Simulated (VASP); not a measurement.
# Pb (I4/mmm) in VASP: further runs

Runs on Pb. Level: PBEsol. Tasks: single point.

Program: VASP 6.6.1. These are calculated values, not measurements. Logs are shortened: lines on timing, memory, paths and dates and some standing lists are left out, and cuts for length are marked.

## 1. The cell of the first run

It takes space group I4/mmm (No. 139, tetragonal). The conventional cell has a = 3.318 Å, b = 3.318 Å, c = 4.816 Å, α = 90.00°, β = 90.00°, γ = 90.00°. Pb (site symmetry 4/mmm) has 12 Pb at 3.32 to 3.36 Å within 4.4 Å.

## 2. Single point, PBEsol (strain -0.050 along x and y, -0.025 along z)

Contents of INCAR:

```
SYSTEM = Pb
  ALGO = Normal
  EDIFF = 1E-7
  ENCUT = 520
  GGA = PS
  ISIF = 2
  ISMEAR = 0
  LASPH = .TRUE.
  LCHARG = .FALSE.
  LREAL = .FALSE.
  LWAVE = .FALSE.
  NBANDS = 13
  NELM = 80
  PREC = Accurate
  SIGMA = 0.15
```

Contents of KPOINTS:

```
k-points
0
G
  16 16 16
  0 0 0
```

Contents of POSCAR:

```
Pb
1.0
    0.0000000000      2.3463100000      2.4080550000
    2.3463100000      0.0000000000      2.4080550000
    2.3463100000      2.3463100000      0.0000000000
Pb
1
Direct
    0.0000000000      0.0000000000      0.0000000000
```

Potentials or basis: VASP PAW PBE potentials, release 64 (Pb_d).

Command:

```console
cat potpaw_PBE.64/Pb_d/POTCAR > POTCAR
mpirun -np 1 vasp_std > vasp.out
```

OUTCAR:

```text
SYSTEM = Pb
   EDIFF = 1E-7
   ENCUT = 520
   GGA = PS
   ISIF = 2
   ISMEAR = 0
   LASPH = .TRUE.
   LREAL = .FALSE.
   NELM = 80
   PREC = Accurate

 ion  position               nearest neighbor table
   1  0.000  0.000  0.000-

  LATTYP: Found a body centered tetragonal cell.
 ALAT       =     3.3181834235
 C/A-ratio  =     1.4514297088

  Lattice vectors:

 A1 = (  -2.3463100000,   0.0000000000,   2.4080550000)
 A2 = (   2.3463100000,   0.0000000000,   2.4080550000)
 A3 = (   0.0000000000,   2.3463100000,  -2.4080550000)

Analysis of symmetry for initial positions (statically):
=====================================================================
 Subroutine PRICEL returns:
 Original cell was already a primitive cell.

 Routine SETGRP: Setting up the symmetry group for a
 body centered tetragonal supercell.

 Subroutine GETGRP returns: Found 16 space group operations
 (whereof 16 operations were pure point group operations)
 out of a pool of 16 trial point group operations.

The static configuration has the point symmetry D_4h.

Analysis of symmetry for dynamics (positions and initial velocities):
=====================================================================
 Subroutine PRICEL returns:
 Original cell was already a primitive cell.

 Routine SETGRP: Setting up the symmetry group for a
 body centered tetragonal supercell.

 Subroutine GETGRP returns: Found 16 space group operations
 (whereof 16 operations were pure point group operations)
 out of a pool of 16 trial point group operations.

The dynamic configuration has the point symmetry D_4h.

 Subroutine INISYM returns: Found 16 space group operations
 (whereof 16 operations are pure point group operations),
 and found     1 'primitive' translations

----------------------------------------------------------------------------------------

                                     Primitive cell

  volume of cell :      26.5135

  direct lattice vectors                    reciprocal lattice vectors
     0.000000000  2.346310000  2.408055000    -0.213100571  0.213100571  0.207636453
     2.346310000  0.000000000  2.408055000     0.213100571 -0.213100571  0.207636453
     2.346310000  2.346310000  0.000000000     0.213100571  0.213100571 -0.207636453

  length of vectors
     3.362127228  3.362127228  3.318183424     0.365973501  0.365973501  0.365973501

  position of ions in fractional coordinates (direct lattice)
     0.000000000  0.000000000  0.000000000

  ion indices of the primitive-cell ions
   primitive index   ion index
                 1           1

----------------------------------------------------------------------------------------

 KPOINTS: k-points

Automatic generation of k-mesh.
 Grid dimensions read from file:
 generate k-points for:   16   16   16

 Generating k-lattice:

  Cartesian coordinates                     Fractional coordinates (reciprocal lattice)
    -0.013318786  0.013318786  0.012977278     0.062500000 -0.000000000  0.000000000
     0.013318786 -0.013318786  0.012977278    -0.000000000  0.062500000  0.000000000
     0.013318786  0.013318786 -0.012977278     0.000000000  0.000000000  0.062500000

  Length of vectors
     0.022873344  0.022873344  0.022873344

  Shift w.r.t. Gamma in fractional coordinates (k-lattice)
     0.000000000  0.000000000  0.000000000

 Subroutine IBZKPT returns following result:
 ===========================================

 Found    349 irreducible k-points:

 Following reciprocal coordinates:
            Coordinates               Weight
  0.000000  0.000000  0.000000      1.000000
  0.062500 -0.000000  0.000000      8.000000
  0.125000 -0.000000  0.000000      8.000000
  0.187500 -0.000000  0.000000      8.000000
  0.250000 -0.000000  0.000000      8.000000
  0.312500  0.000000  0.000000      8.000000
[... 16 lines left out ...]
 -0.125000  0.062500  0.000000      8.000000
 -0.062500  0.062500  0.000000      4.000000
 [... further k-points ...]
   k-points           NKPTS =    349   k-points in BZ     NKDIM =    349   number of bands    NBANDS=     13
   number of dos      NEDOS =    301   number of ions     NIONS =      1
   total plane-waves  NPLWV =  21952
   dimension x,y,z NGX =    28 NGY =   28 NGZ =   28
   dimension x,y,z NGXF=    56 NGYF=   56 NGZF=   56
   ions per type =               1
   NGX,Y,Z   is equivalent  to a cutoff of  13.85, 13.85, 14.03 a.u.
   NGXF,Y,Z  is equivalent  to a cutoff of  27.69, 27.69, 28.06 a.u.
 SYSTEM =  Pb
   PREC   = accura    normal or accurate (medium, high low for compatibility)
   ISTART =      0    job   : 0-new  1-cont  2-samecut
   ICHARG =      2    charge: 1-file 2-atom 10-const
   ISPIN  =      1    spin polarized calculation?
   LNONCOLLINEAR =      F non collinear calculations
   LSORBIT =      F    spin-orbit coupling
   LASPH  =      T    aspherical Exc in radial PAW
   ENCUT  =  520.0 eV  38.22 Ry    6.18 a.u.   6.25  6.25  6.17*2*pi/ulx,y,z
   NELM   =     80;   NELMIN=  2; NELMDL= -5     # of ELM steps
   EDIFF  = 0.1E-06   stopping-criterion for ELM
   LREAL  =      F    real-space projection
   EDIFFG = 0.1E-05   stopping-criterion for IOM
   NSW    =      0    number of steps for IOM
   IBRION =     -1    ionic relax: 0-MD 1-quasi-New 2-CG
   NFREE  =      0    steps in history (QN), initial steepest desc. (CG)
   ISIF   =      2    stress and relaxation
   ISYM   =      2    0-nonsym 1-usesym 2-fastsym
   POTIM  = 0.5000    time-step for ionic-motion
   TEBEG  =    0.0;   TEEND  =   0.0 temperature during run
   PSTRESS=    0.0 pullay stress
   NELECT =      14.0000    total number of electrons
   NUPDOWN=      -1.0000    fix difference up-down
   EMIN   =  10.00;   EMAX   =-10.00  energy-range for DOS
   EFERMI =   0.00;   METHOD = LEGACY
   ISMEAR =     0;   SIGMA  =   0.15  broadening in eV -4-tet -1-fermi 0-gaus
   EFERMI_NEDOS =   21; number of points for ismear=-14 and -15
   IALGO  =     38    algorithm
   IMIX   =      4    mixing-type and parameters
     AMIX     =   0.40;   BMIX     =  1.00
     AMIX_MAG =   1.60;   BMIX_MAG =  1.00
  volume/ion in A,a.u.               =      26.51       178.92
  Fermi-wavevector in a.u.,A,eV,Ry     =   1.323209  2.500502 23.822197  1.750882
  Thomas-Fermi vector in A             =   2.452834
   LORBIT       =      0    0 simple, 1 ext, 2 COOP (PROOUT), +10 PAW based schemes
   GGA     = PS    functional components
   LHFCALC =     F    Hartree Fock is set to
   AEXX    =    0.0000 exact exchange contribution
   IVDW    =     0    specifies the selected vdW correction
   LEPSILON=     F    determine dielectric tensor
   LRPA    =     F    only Hartree local field effects (RPA)
 non-spin polarized calculation
 Gauss-broadening in eV      SIGMA  =   0.15
  energy-cutoff  :      520.00
  volume of cell :       26.51
 maximum number of plane-waves:       725
 NGX is ok and might be reduce to    28
   NGX = 13   NGY = 13   NGZ = 13

 number of electron      13.9999998 magnetization

 Free energy of the ion-electron system (eV)
  ---------------------------------------------------
  ext. energy  EPLUGINS =         0.00000000
  ---------------------------------------------------
  free energy    TOTEN  =        -3.92567199 eV

  energy without entropy =       -3.92105853  energy(sigma->0) =       -3.92336526

 E-fermi :   8.7693     XC(G=0): -11.0035

 val. band max:        8.7653499021   @ k =   0.3750  -0.0000   0.2500
 cond. band min:       8.7711616870   @ k =  -0.3125   0.0000   0.2500
 fundamental gap:      0.0058117849
 Fermi energy:         8.7693192510

 k-point     1 :       0.0000    0.0000    0.0000
  band No.  band energies     occupation
      1      -8.4485      2.00000
      2      -8.3995      2.00000
      3      -8.3995      2.00000
      4      -8.2245      2.00000
      5      -8.1832      2.00000
      6      -4.0588      2.00000
      7      17.1884      0.00000
      8      17.1884      0.00000
      9      17.2579      0.00000
     10      18.5218      0.00000
     11      21.7535      0.00000
     12      22.2444      0.00000
     13      22.2525      0.00000

 k-point     2 :       0.0625   -0.0000    0.0000
  band No.  band energies     occupation
      1      -8.4425      2.00000
      2      -8.3976      2.00000
      3      -8.3912      2.00000
      4      -8.2247      2.00000
      5      -8.1848      2.00000
      6      -3.9727      2.00000
      7      16.1254      0.00000
      8      17.0956      0.00000
      9      17.1122      0.00000
     10      18.4194      0.00000
     11      22.0342      0.00000
     12      22.4276      0.00000
     13      22.4389      0.00000

 k-point     3 :       0.1250   -0.0000    0.0000
  band No.  band energies     occupation
      1      -8.4328      2.00000
      2      -8.3900      2.00000
      3      -8.3705      2.00000
      4      -8.2211      2.00000
      5      -8.1866      2.00000
      6      -3.7126      2.00000
      7      14.0394      0.00000
      8      16.7845      0.00000
      9      16.8490      0.00000
     10      18.3264      0.00000
     11      22.1212      0.00000
     12      22.7112      0.00000
     13      22.9247      0.00000

 k-point     4 :       0.1875   -0.0000    0.0000
  band No.  band energies     occupation
      1      -8.4333      2.00000
      2      -8.3797      2.00000
      3      -8.3502      2.00000
      4      -8.2018      2.00000
      5      -8.1782      2.00000
      6      -3.2760      2.00000
      7      11.8259      0.00000
      8      16.3445      0.00000
      9      16.5145      0.00000
     10      18.2462      0.00000
     11      21.4371      0.00000
     12      22.4362      0.00000
     13      22.8911      0.00000

 k-point     5 :       0.2500   -0.0000    0.0000
  band No.  band energies     occupation
      1      -8.4441      2.00000
      2      -8.3805      2.00000
      3      -8.3448      2.00000
      4      -8.1589      2.00000
      5      -8.1489      2.00000
      6      -2.6632      2.00000
      7       9.6850      0.00000
      8      15.8741      0.00000
      9      16.1538      0.00000
     10      18.1762      0.00000
     11      20.7205      0.00000
     12      21.8097      0.00000
     13      22.2157      0.00000

 k-point     6 :       0.3125    0.0000    0.0000
  band No.  band energies     occupation
      1      -8.4602      2.00000
      2      -8.3919      2.00000
      3      -8.3541      2.00000
      4      -8.1040      2.00000
      5      -8.1023      2.00000
      6      -1.8846      2.00000
      7       7.6883      2.00000
      8      15.4375      0.00000
      9      15.8158      0.00000
     10      18.1171      0.00000
     11      20.1315      0.00000
     12      21.2953      0.00000
     13      21.6748      0.00000

 k-point     7 :       0.3750   -0.0000    0.0000
  band No.  band energies     occupation
      1      -8.4767      2.00000
      2      -8.4059      2.00000
      3      -8.3679      2.00000
      4      -8.0593      2.00000
      5      -8.0486      2.00000
      6      -0.9746      2.00000
      7       5.8965      2.00000
      8      15.0859      0.00000
      9      15.5410      0.00000
     10      18.0681      0.00000
     11      19.7057      0.00000
     12      20.9346      0.00000
     13      21.2891      0.00000
[... 193 lines left out ...]
 k-point    20 :      -0.3125    0.0625    0.0000
  band No.  band energies     occupation
      1      -8.4578      2.00000
      2      -8.3960      2.00000
      3      -8.3499      2.00000
      4      -8.1152      2.00000
      5      -8.0662      2.00000
      6      -1.4992      2.00000
      7       7.0860      2.00000
      8      13.9728      0.00000
      9      16.1475      0.00000
     10      18.4075      0.00000
     11      20.1487      0.00000
     12      21.2465      0.00000
     13      22.0623      0.00000

 k-point    21 :      -0.2500    0.0625    0.0000
  band No.  band energies     occupation
      1      -8.4423      2.00000
      2      -8.3833      2.00000
      3      -8.3377      2.00000
      4      -8.1663      2.00000
      5      -8.1161      2.00000
      6      -2.3285      2.00000
      7       9.0038      0.02703
      8      14.2549      0.00000
      9      16.6605      0.00000
     10      18.6671      0.00000
     11      20.4519      0.00000
     12      21.5296      0.00000
     13      22.5987      0.00000

 k-point    22 :      -0.1875    0.0625    0.0000
  band No.  band energies     occupation
      1      -8.4283      2.00000
      2      -8.3796      2.00000
      3      -8.3383      2.00000
      4      -8.2005      2.00000
      5      -8.1641      2.00000
      6      -3.0016      2.00000
      7      11.0775      0.00000
      8      14.6651      0.00000
      9      17.1058      0.00000
     10      18.7791      0.00000
     11      21.0051      0.00000
     12      22.0078      0.00000
     13      23.1657      0.00000

 k-point    23 :      -0.1250    0.0625    0.0000
  band No.  band energies     occupation
      1      -8.4175      2.00000
      2      -8.3919      2.00000
      3      -8.3584      2.00000
      4      -8.2060      2.00000
      5      -8.1975      2.00000
      6      -3.5015      2.00000
      7      13.2256      0.00000
      8      15.2008      0.00000
      9      17.3677      0.00000
     10      18.7183      0.00000
     11      21.6427      0.00000
     12      22.5636      0.00000
     13      22.7138      0.00000

 k-point    24 :      -0.0625    0.0625    0.0000
  band No.  band energies     occupation
      1      -8.4180      2.00000
      2      -8.4075      2.00000
      3      -8.3812      2.00000
      4      -8.2147      2.00000
      5      -8.1961      2.00000
      6      -3.8246      2.00000
      7      15.1539      0.00000
      8      15.9925      0.00000
      9      17.3599      0.00000
     10      18.5276      0.00000
     11      21.9329      0.00000
     12      22.3212      0.00000
     13      23.3537      0.00000

 [... further k-points ...]
[... 5 lines left out ...]
  --------------------------------------------------------------------------------------
  -------------------------------------------------------------------------------------
  Total        1.3331199      1.3331199      1.2744390      0.0000000     -0.0000000     -0.0000000
  in kB       80.5587301     80.5587301     77.0127195      0.0000000     -0.0000000     -0.0000000
  external PRESSURE =      79.3767265 kB  Pullay stress =       0.0000000 kB

 VOLUME and BASIS-vectors are now :
 -----------------------------------------------------------------------------
  energy-cutoff  :      520.00
  volume of cell :       26.51
      direct lattice vectors                 reciprocal lattice vectors
     0.000000000  2.346310000  2.408055000    -0.213100571  0.213100571  0.207636453
     2.346310000  0.000000000  2.408055000     0.213100571 -0.213100571  0.207636453
     2.346310000  2.346310000  0.000000000     0.213100571  0.213100571 -0.207636453

 POSITION                                       TOTAL-FORCE (eV/Angst)
 -----------------------------------------------------------------------------------
      0.00000      0.00000      0.00000        -0.000000      0.000000      0.000000
 -----------------------------------------------------------------------------------
    total drift:                               -0.000000     -0.000000     -0.000000

  FREE ENERGIE OF THE ION-ELECTRON SYSTEM (eV)
  ---------------------------------------------------
  free  energy   TOTEN  =        -3.9256719889 eV

  energy  without entropy=       -3.9210585255  energy(sigma->0) =       -3.92336526
```

It took 47 s on 1 thread of Intel Xeon 6975P-C (Granite Rapids), shared host; peak memory 0.24 GiB.

What came out:

- Free energy: -3.9257 eV
- Pressure: 7.9 GPa
- Band gap on the k mesh: zero (band 7 reaches 17.19 eV, above the bottom of band 8 at 6.62 eV)

Levels at points of the mesh, in eV from the Fermi level:
```csv
k point,band 3,band 4,band 5,band 6,band 7,band 8,band 9,band 10,band 11,band 12
"(0.00, 0.00, 0.00)",-17.17,-16.99,-16.95,-12.83,8.42,8.42,8.49,9.75,12.98,13.48
"(0.50, 0.00, 0.00)",-17.15,-16.79,-16.77,-8.33,-5.00,6.01,6.53,9.25,10.60,11.89
"(0.50, 0.50, 0.00)",-16.79,-16.73,-16.73,-6.82,-4.08,2.35,2.35,5.99,7.27,19.23
"(0.50, 0.00, 0.50)",-16.79,-16.74,-16.71,-6.46,-3.84,1.91,2.09,5.64,6.95,18.72
```

Caveat: the cell differs from its parent crystal (strain -0.050 along x and y, -0.025 along z); the PAW data sets were made with another functional, which shifts forces and pressure a little; spin-orbit coupling is left out, which moves the levels of the heavy elements.

## 3. Single point, PBEsol (strain -0.050 along x and y, +0.000 along z)

Contents of INCAR:

```
ALGO = Fast
EDIFF = 1E-6
ENCUT = 520
GGA = PS
ISIF = 2
ISMEAR = 0
LASPH = True
LCHARG = False
LREAL = False
LWAVE = False
NBANDS = 13
NELM = 80
PREC = Accurate
SIGMA = 0.15
```

Contents of KPOINTS:

```
k-points
0
Gamma
  16 16 16
```

Contents of POSCAR:

```
Pb
1.0
    0.0000000000      2.3463100000      2.4698000000
    2.3463100000      0.0000000000      2.4698000000
    2.3463100000      2.3463100000      0.0000000000
Pb
1
Direct
    0.0000000000      0.0000000000      0.0000000000
```

Potentials or basis: VASP PAW PBE potentials, release 64 (Pb_d).

Command:

```console
cat potpaw_PBE.64/Pb_d/POTCAR > POTCAR
mpirun -np 1 vasp_std > vasp.out
```

Run time: 61 s. Hardware: 1 thread of Intel Xeon 6975P-C (Granite Rapids), shared host; peak memory 0.24 GiB.

Results (log left out):

```yaml
Free_energy: -3.9532 eV
Pressure: 5.9 GPa
Band_gap_on_the_k_mesh: zero (band 7 reaches 16.65 eV, above the bottom of band 8 at 6.28 eV)
```

Stress tensor (GPa, compression positive):
```
6.33 0.00 0.00
0.00 6.33 0.00
0.00 0.00 5.15
```

Levels at points of the mesh, in eV from the Fermi level:
| k point | band 5 | band 6 | band 7 | band 8 | band 9 | band 10 |
| --- | --- | --- | --- | --- | --- | --- |
| (0.00, 0.00, 0.00) | -16.91 | -12.61 | 8.21 | 8.21 | 8.33 | 9.79 |
| (0.50, 0.00, 0.00) | -16.74 | -8.29 | -4.84 | 5.60 | 6.63 | 9.34 |
| (0.50, 0.50, 0.00) | -16.72 | -7.07 | -4.09 | 2.57 | 2.57 | 6.14 |
| (0.50, 0.00, 0.50) | -16.68 | -6.37 | -3.63 | 1.72 | 2.07 | 5.47 |

Caveat: the cell differs from its parent crystal (strain -0.050 along x and y, +0.000 along z); the PAW data sets were made with another functional, which shifts forces and pressure a little; spin-orbit coupling is left out, which moves the levels of the heavy elements.

(Part 1 of 2 ends here.)
